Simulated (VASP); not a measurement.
# BeCdCu3 (P6/mmm) in VASP: notebook

Runs on BeCdCu3. Level: PBE. Tasks: single point, relaxation of cell and atoms.

Everything below comes from runs of VASP 6.6.1. Logs are shortened: lines on timing, memory, paths and dates and some standing lists are left out, and cuts for length are marked.

### 1 The cell of the first run

Symmetry: P6/mmm, No. 191, hexagonal system. Conventional cell: a = 4.727 Å, b = 4.727 Å, c = 4.745 Å, α = 90.00°, β = 90.00°, γ = 120.00°. Within 3.1 Å of Be (site symmetry 6/mmm) lie 6 Cu at 2.36 Å and 2 Cd at 2.37 Å. Within 3.1 Å of Cd (site symmetry 6/mmm) lie 2 Be at 2.37 Å. Cu (site symmetry mmm) has 4 Cu at 2.36 Å and 2 Be at 2.36 Å within 3.1 Å.

### 2 Single point, PBE

Contents of INCAR:

```
ALGO = Normal
EDIFF = 1E-7
ENCUT = 520
GGA = PE
ISIF = 2
ISMEAR = 0
LASPH = True
LCHARG = False
LREAL = False
LWAVE = False
NBANDS = 32
NELM = 100
PREC = Accurate
SIGMA = 0.1
```

Contents of KPOINTS:

```
k-points
0
Gamma
  12 12 8
```

Contents of POSCAR:

```
BeCdCu3
1.0
    4.7269940876      0.0000000000      0.0000000000
   -2.3634970438      4.0936969634      0.0000000000
    0.0000000000      0.0000000000      4.7445551700
Be Cd Cu
1 1 3
Direct
    0.0000000000      0.0000000000      0.5000000000
    0.0000000000      0.0000000000      0.0000000000
    0.5000000000      0.0000000000      0.5000000000
    0.5000000000      0.5000000000      0.5000000000
    0.0000000000      0.5000000000      0.5000000000
```

Potentials or basis: VASP PAW PBE potentials, release 64 (Be, Cd, Cu).

Command:

```console
$ cat potpaw_PBE.64/Be/POTCAR potpaw_PBE.64/Cd/POTCAR potpaw_PBE.64/Cu/POTCAR > POTCAR
$ mpirun -np 1 vasp_std > vasp.out
```

OUTCAR:

```text
EDIFF = 1E-7
   ENCUT = 520
   GGA = PE
   ISIF = 2
   ISMEAR = 0
   LASPH = True
   LREAL = False
   NELM = 100
   PREC = Accurate

 ion  position               nearest neighbor table
   1  0.000  0.000  0.500-   4 2.36   5 2.36   5 2.36   4 2.36   3 2.36   3 2.36   2 2.37   2 2.37

   2  0.000  0.000  0.000-   1 2.37   1 2.37
   3  0.500  0.000  0.500-   4 2.36   5 2.36   4 2.36   5 2.36   1 2.36   1 2.36
   4  0.500  0.500  0.500-   1 2.36   3 2.36   3 2.36   1 2.36   5 2.36   5 2.36
   5  0.000  0.500  0.500-   1 2.36   3 2.36   1 2.36   3 2.36   4 2.36   4 2.36

  LATTYP: Found a hexagonal cell.
 ALAT       =     4.7269940876
 C/A-ratio  =     1.0037150633

  Lattice vectors:

 A1 = (   4.7269940876,   0.0000000000,   0.0000000000)
 A2 = (  -2.3634970438,   4.0936969634,   0.0000000000)
 A3 = (   0.0000000000,   0.0000000000,   4.7445551700)

Analysis of symmetry for initial positions (statically):
=====================================================================
 Subroutine PRICEL returns:
 Original cell was already a primitive cell.

 Routine SETGRP: Setting up the symmetry group for a
 hexagonal supercell.

 Subroutine GETGRP returns: Found 24 space group operations
 (whereof 24 operations were pure point group operations)
 out of a pool of 24 trial point group operations.

The static configuration has the point symmetry D_6h.

Analysis of symmetry for dynamics (positions and initial velocities):
=====================================================================
 Subroutine PRICEL returns:
 Original cell was already a primitive cell.

 Routine SETGRP: Setting up the symmetry group for a
 hexagonal supercell.

 Subroutine GETGRP returns: Found 24 space group operations
 (whereof 24 operations were pure point group operations)
 out of a pool of 24 trial point group operations.

The dynamic configuration has the point symmetry D_6h.

 Subroutine INISYM returns: Found 24 space group operations
 (whereof 24 operations are pure point group operations),
 and found     1 'primitive' translations

----------------------------------------------------------------------------------------

                                     Primitive cell

  volume of cell :      91.8113

  direct lattice vectors                    reciprocal lattice vectors
     4.726994088  0.000000000  0.000000000     0.211550931  0.122138987  0.000000000
    -2.363497044  4.093696963  0.000000000     0.000000000  0.244277974  0.000000000
     0.000000000  0.000000000  4.744555170     0.000000000  0.000000000  0.210767915

  length of vectors
     4.726994088  4.726994088  4.744555170     0.244277974  0.244277974  0.210767915

  position of ions in fractional coordinates (direct lattice)
     0.000000000  0.000000000  0.500000000
     0.000000000  0.000000000  0.000000000
     0.500000000  0.000000000  0.500000000
     0.500000000  0.500000000  0.500000000
     1.000000000  0.500000000  0.500000000

  ion indices of the primitive-cell ions
   primitive index   ion index
                 1           1
                 2           2
                 3           3
                 4           4
                 5           5

----------------------------------------------------------------------------------------

 KPOINTS: k-points

Automatic generation of k-mesh.
 Grid dimensions read from file:
 generate k-points for:   12   12    8

 Generating k-lattice:

  Cartesian coordinates                     Fractional coordinates (reciprocal lattice)
     0.017629244  0.010178249  0.000000000     0.083333333  0.000000000  0.000000000
     0.000000000  0.020356498  0.000000000     0.000000000  0.083333333  0.000000000
     0.000000000  0.000000000  0.026345989     0.000000000  0.000000000  0.125000000

  Length of vectors
     0.020356498  0.020356498  0.026345989

  Shift w.r.t. Gamma in fractional coordinates (k-lattice)
     0.000000000  0.000000000  0.000000000

 Subroutine IBZKPT returns following result:
 ===========================================

 Found     95 irreducible k-points:

 Following reciprocal coordinates:
            Coordinates               Weight
  0.000000  0.000000  0.000000      1.000000
  0.083333  0.000000  0.000000      6.000000
  0.166667  0.000000  0.000000      6.000000
  0.250000  0.000000  0.000000      6.000000
  0.333333  0.000000  0.000000      6.000000
  0.416667  0.000000  0.000000      6.000000
[... 16 lines left out ...]
  0.250000  0.000000  0.125000     12.000000
  0.333333  0.000000  0.125000     12.000000
 [... further k-points ...]
   k-points           NKPTS =     95   k-points in BZ     NKDIM =     95   number of bands    NBANDS=     32
   number of dos      NEDOS =    301   number of ions     NIONS =      5
   total plane-waves  NPLWV =  46656
   dimension x,y,z NGX =    36 NGY =   36 NGZ =   36
   dimension x,y,z NGXF=    72 NGYF=   72 NGZF=   72
   ions per type =               1   1   3
   NGX,Y,Z   is equivalent  to a cutoff of  12.66, 12.66, 12.61 a.u.
   NGXF,Y,Z  is equivalent  to a cutoff of  25.32, 25.32, 25.23 a.u.
 SYSTEM =  unknown system
   PREC   = accura    normal or accurate (medium, high low for compatibility)
   ISTART =      0    job   : 0-new  1-cont  2-samecut
   ICHARG =      2    charge: 1-file 2-atom 10-const
   ISPIN  =      1    spin polarized calculation?
   LNONCOLLINEAR =      F non collinear calculations
   LSORBIT =      F    spin-orbit coupling
   LASPH  =      T    aspherical Exc in radial PAW
   ENCUT  =  520.0 eV  38.22 Ry    6.18 a.u.   8.79  8.79  8.82*2*pi/ulx,y,z
   NELM   =    100;   NELMIN=  2; NELMDL= -5     # of ELM steps
   EDIFF  = 0.1E-06   stopping-criterion for ELM
   LREAL  =      F    real-space projection
   EDIFFG = 0.1E-05   stopping-criterion for IOM
   NSW    =      0    number of steps for IOM
   IBRION =     -1    ionic relax: 0-MD 1-quasi-New 2-CG
   NFREE  =      0    steps in history (QN), initial steepest desc. (CG)
   ISIF   =      2    stress and relaxation
   ISYM   =      2    0-nonsym 1-usesym 2-fastsym
   POTIM  = 0.5000    time-step for ionic-motion
   TEBEG  =    0.0;   TEEND  =   0.0 temperature during run
   PSTRESS=    0.0 pullay stress
   NELECT =      47.0000    total number of electrons
   NUPDOWN=      -1.0000    fix difference up-down
   EMIN   =  10.00;   EMAX   =-10.00  energy-range for DOS
   EFERMI =   0.00;   METHOD = LEGACY
   ISMEAR =     0;   SIGMA  =   0.10  broadening in eV -4-tet -1-fermi 0-gaus
   EFERMI_NEDOS =   21; number of points for ismear=-14 and -15
   IALGO  =     38    algorithm
   IMIX   =      4    mixing-type and parameters
     AMIX     =   0.40;   BMIX     =  1.00
     AMIX_MAG =   1.60;   BMIX_MAG =  1.00
  volume/ion in A,a.u.               =      18.36       123.91
  Fermi-wavevector in a.u.,A,eV,Ry     =   1.309610  2.474804 23.335063  1.715079
  Thomas-Fermi vector in A             =   2.440197
   LORBIT       =      0    0 simple, 1 ext, 2 COOP (PROOUT), +10 PAW based schemes
   GGA     = PE    functional components
   LHFCALC =     F    Hartree Fock is set to
   AEXX    =    0.0000 exact exchange contribution
   IVDW    =     0    specifies the selected vdW correction
   LEPSILON=     F    determine dielectric tensor
   LRPA    =     F    only Hartree local field effects (RPA)
 non-spin polarized calculation
 Gauss-broadening in eV      SIGMA  =   0.10
  energy-cutoff  :      520.00
  volume of cell :       91.81
 maximum number of plane-waves:      2519
 NGX is ok and might be reduce to    36
   NGX = 17   NGY = 17   NGZ = 17

 number of electron      46.9999995 magnetization

 Free energy of the ion-electron system (eV)
  ---------------------------------------------------
  ext. energy  EPLUGINS =         0.00000000
  ---------------------------------------------------
  free energy    TOTEN  =       -13.71647729 eV

  energy without entropy =      -13.70677359  energy(sigma->0) =      -13.71162544

 E-fermi :   2.8141     XC(G=0):  -9.8070

 val. band max:        2.8139438105   @ k =   0.4167   0.0833   0.5000
 cond. band min:       2.8247719106   @ k =   0.1667   0.0000   0.0000
 fundamental gap:      0.0108281001
 Fermi energy:         2.8141207566

 k-point     1 :       0.0000    0.0000    0.0000
  band No.  band energies     occupation
      1      -6.1439      2.00000
      2      -5.6069      2.00000
      3      -5.6069      2.00000
      4      -5.5137      2.00000
      5      -5.5137      2.00000
      6      -4.5426      2.00000
[... 24 lines left out ...]
     31      10.1882      0.00000
     32      10.1882      0.00000

 k-point     2 :       0.0833    0.0000    0.0000
  band No.  band energies     occupation
      1      -6.1337      2.00000
      2      -5.6077      2.00000
      3      -5.6069      2.00000
      4      -5.5142      2.00000
      5      -5.5108      2.00000
      6      -4.4902      2.00000
[... 24 lines left out ...]
     31      10.0500      0.00000
     32      10.1682      0.00000

 k-point     3 :       0.1667    0.0000    0.0000
  band No.  band energies     occupation
      1      -6.1068      2.00000
      2      -5.6101      2.00000
      3      -5.6069      2.00000
      4      -5.5156      2.00000
      5      -5.5028      2.00000
      6      -4.3305      2.00000
[... 24 lines left out ...]
     31      10.0745      0.00000
     32      10.1299      0.00000

 k-point     4 :       0.2500    0.0000    0.0000
  band No.  band energies     occupation
      1      -6.0728      2.00000
      2      -5.6133      2.00000
      3      -5.6069      2.00000
      4      -5.5180      2.00000
      5      -5.4918      2.00000
      6      -4.0597      2.00000
[... 24 lines left out ...]
     31      10.1500      0.00000
     32      10.5326      0.00000

 k-point     5 :       0.3333    0.0000    0.0000
  band No.  band energies     occupation
      1      -6.0417      2.00000
      2      -5.6165      2.00000
      3      -5.6070      2.00000
      4      -5.5208      2.00000
      5      -5.4807      2.00000
      6      -3.6790      2.00000
[... 584 lines left out ...]
     31       9.6700      0.00000
     32       9.8026      0.00000

 k-point    22 :       0.1667    0.0000    0.1250
  band No.  band energies     occupation
      1      -6.0786      2.00000
      2      -5.6196      2.00000
      3      -5.6135      2.00000
      4      -5.5143      2.00000
      5      -5.5017      2.00000
      6      -4.2902      2.00000
[... 24 lines left out ...]
     31       9.5098      0.00000
     32      10.0868      0.00000

 k-point    23 :       0.2500    0.0000    0.1250
  band No.  band energies     occupation
      1      -6.0495      2.00000
      2      -5.6265      2.00000
      3      -5.6144      2.00000
      4      -5.5167      2.00000
      5      -5.4910      2.00000
      6      -4.0119      2.00000
[... 24 lines left out ...]
     31       9.5545      0.00000
     32      10.4487      0.00000

 k-point    24 :       0.3333    0.0000    0.1250
  band No.  band energies     occupation
      1      -6.0226      2.00000
      2      -5.6332      2.00000
      3      -5.6153      2.00000
      4      -5.5194      2.00000
      5      -5.4803      2.00000
      6      -3.6249      2.00000
[... 24 lines left out ...]
     31      10.1009      0.00000
     32      10.1435      0.00000

 [... further k-points ...]

------------------------ aborting loop because EDIFF is reached ----------------------------------------

  FORCE on cell =-STRESS in cart. coord.  units (eV):
  Direction    XX          YY          ZZ          XY          YZ          ZX
  --------------------------------------------------------------------------------------
  -------------------------------------------------------------------------------------
  Total        0.2313713      0.2313713      0.0767096      0.0000000     -0.0000000      0.0000000
  in kB        4.0376057      4.0376057      1.3386413      0.0000000     -0.0000000      0.0000000
  external PRESSURE =       3.1379509 kB  Pullay stress =       0.0000000 kB

 VOLUME and BASIS-vectors are now :
 -----------------------------------------------------------------------------
  energy-cutoff  :      520.00
  volume of cell :       91.81
      direct lattice vectors                 reciprocal lattice vectors
     4.726994088  0.000000000  0.000000000     0.211550931  0.122138987  0.000000000
    -2.363497044  4.093696963  0.000000000     0.000000000  0.244277974  0.000000000
     0.000000000  0.000000000  4.744555170     0.000000000  0.000000000  0.210767915

 POSITION                                       TOTAL-FORCE (eV/Angst)
 -----------------------------------------------------------------------------------
      0.00000      0.00000      2.37228         0.000000      0.000000      0.000000
      0.00000      0.00000      0.00000         0.000000      0.000000      0.000000
      2.36350      0.00000      2.37228         0.000000      0.000000      0.000000
      1.18175      2.04685      2.37228         0.000000      0.000000      0.000000
     -1.18175      2.04685      2.37228        -0.000000      0.000000      0.000000
 -----------------------------------------------------------------------------------
    total drift:                                0.000000      0.000000      0.000000

  FREE ENERGIE OF THE ION-ELECTRON SYSTEM (eV)
  ---------------------------------------------------
  free  energy   TOTEN  =       -13.7164772872 eV

  energy  without entropy=      -13.7067735929  energy(sigma->0) =      -13.71162544
```

It took 2.6 min on 1 thread of Intel Xeon 6975P-C (Granite Rapids), shared host; peak memory 0.38 GiB.

Results:

```
Free energy            : -13.7165 eV
Pressure               : 0.3 GPa
Band gap on the k mesh : zero (an odd number of electrons rules out a gap without spin polarisation)
```

### 3 Single point, PBE

Contents of INCAR:

```
SYSTEM = BeCdCu3
PREC = Accurate
ENCUT = 520
EDIFF = 1E-6
ISMEAR = 0
SIGMA = 0.1
LREAL = .False.
LASPH = .True.
NELM = 100
ALGO = Normal
ISIF = 2
LWAVE = .False.
LCHARG = .False.
GGA = PE
NBANDS = 32
```

Contents of KPOINTS:

```
regular mesh
0
Gamma
  12 12 8
  0 0 0
```

POSCAR is that of step 2.

Potentials or basis: VASP PAW PBE potentials, release 64 (Be, Cd, Cu).

Command:

```console
$ cat potpaw_PBE.64/Be/POTCAR potpaw_PBE.64/Cd/POTCAR potpaw_PBE.64/Cu/POTCAR > POTCAR
$ mpirun -np 1 vasp_std > vasp.out
```

It took 2.5 min on 1 thread of Intel Xeon 6975P-C (Granite Rapids), shared host; peak memory 0.39 GiB.

Results (log left out):

```
Free energy            : -13.7165 eV
Pressure               : 0.3 GPa
Band gap on the k mesh : zero (an odd number of electrons rules out a gap without spin polarisation)
```

Stress tensor (GPa, compression positive):
```
0.43 0.00 0.00
0.00 0.43 0.00
0.00 0.00 0.16
```

Levels at points of the mesh, in eV from the Fermi level:
```csv
k point,band 19,band 20,band 21,band 22,band 23,band 24,band 25,band 26,band 27,band 28
"(0.00, 0.00, 0.00)",-1.65,-1.65,-1.14,-1.05,-0.44,-0.44,1.01,1.59,4.64,5.07
"(0.50, 0.00, 0.00)",-2.25,-2.04,-1.98,-1.69,0.07,0.51,0.95,2.87,3.68,4.34
"(0.00, 0.00, 0.50)",-1.85,-1.66,-1.66,-1.05,0.39,0.39,1.86,4.08,4.61,5.14
"(0.50, 0.00, 0.50)",-2.19,-1.99,-1.88,-1.69,-1.41,-0.07,0.66,1.22,3.38,4.89
```

### 4 Relaxation of cell and atoms, PBE

This run uses another cell than the first one, of 18.21 Å³/atom.

Contents of INCAR:

```
PREC = Accurate ; ENCUT = 600
EDIFF = 1E-7 ; ISMEAR = 0
SIGMA = 0.1 ; LREAL = False
LASPH = True ; NELM = 100
ALGO = Normal ; ISIF = 3
LWAVE = False ; LCHARG = False
GGA = PE ; IBRION = 2
NSW = 100 ; EDIFFG = -0.01
```

Contents of KPOINTS:

```
regular mesh
0
Gamma
  12 12 8
```

Edit POSCAR of step 3 so:

```diff
@@ -2,5 +2,5 @@
 1.0
-    4.7269940876      0.0000000000      0.0000000000
-   -2.3634970438      4.0936969634      0.0000000000
-    0.0000000000      0.0000000000      4.7445551700
+    4.7020233229      0.0000000000      0.0000000000
+   -2.3510116615      4.0720716468      0.0000000000
+    0.0000000000      0.0000000000      4.7547236897
 Be Cd Cu
```

Command:

```console
$ cat potpaw_PBE.64/Be/POTCAR potpaw_PBE.64/Cd/POTCAR potpaw_PBE.64/Cu/POTCAR > POTCAR
$ mpirun -np 1 vasp_std > vasp.out
```

Run time: 6.7 min. Hardware: 1 thread of Intel Xeon 6975P-C (Granite Rapids), shared host; peak memory 0.47 GiB.

It converged, with:

```
Free energy                           : -13.7167 eV
Relaxed volume                        : 18.46 Å³/atom
Relaxed cell                          : a = 4.736 Å, b = 4.736 Å, c = 4.753 Å, α = 90.00°, β = 90.00°, γ = 120.00°
Space group after relaxing (to 0.1 Å) : P6/mmm (No. 191)
Energy gained by relaxing             : 1.3 meV/atom
Ionic steps                           : 3
Pressure after relaxing               : 0.0 GPa
Band gap on the k mesh                : zero (an odd number of electrons rules out a gap without spin polarisation)
```

The path:
| step | energy change (eV) | largest force (eV/Å) | pressure (GPa) | volume (Å³) |
| --- | --- | --- | --- | --- |
| 1 | 0.0000 | 0.0000 | 1.06 | 91.04 |
| 2 | -0.0061 | 0.0000 | -0.27 | 92.64 |
| 3 | -0.0065 | 0.0000 | -0.01 | 92.31 |

Final structure:
```xyz
5
Lattice="4.7355 0.0000 0.0000 -2.3678 4.1011 0.0000 0.0000 0.0000 4.7531" Properties=species:S:1:pos:R:3 pbc="T T T"
Be    0.0000    0.0000    2.3766
Cd    0.0000    0.0000    0.0000
Cu    2.3678    0.0000    2.3766
Cu    1.1839    2.0506    2.3766
Cu   -1.1839    2.0506    2.3766
```

Levels at points of the mesh, in eV from the Fermi level:
```csv
k point,band 20,band 21,band 22,band 23,band 24,band 25,band 26,band 27
"(0.00, 0.00, 0.00)",-1.65,-1.13,-1.05,-0.43,-0.43,0.99,1.59,4.62
"(0.50, 0.00, 0.00)",-2.03,-1.97,-1.69,0.06,0.51,0.95,2.84,3.68
"(0.00, 0.00, 0.50)",-1.65,-1.65,-1.05,0.39,0.39,1.86,4.05,4.59
"(0.50, 0.00, 0.50)",-1.98,-1.87,-1.69,-1.41,-0.06,0.66,1.22,3.38
```
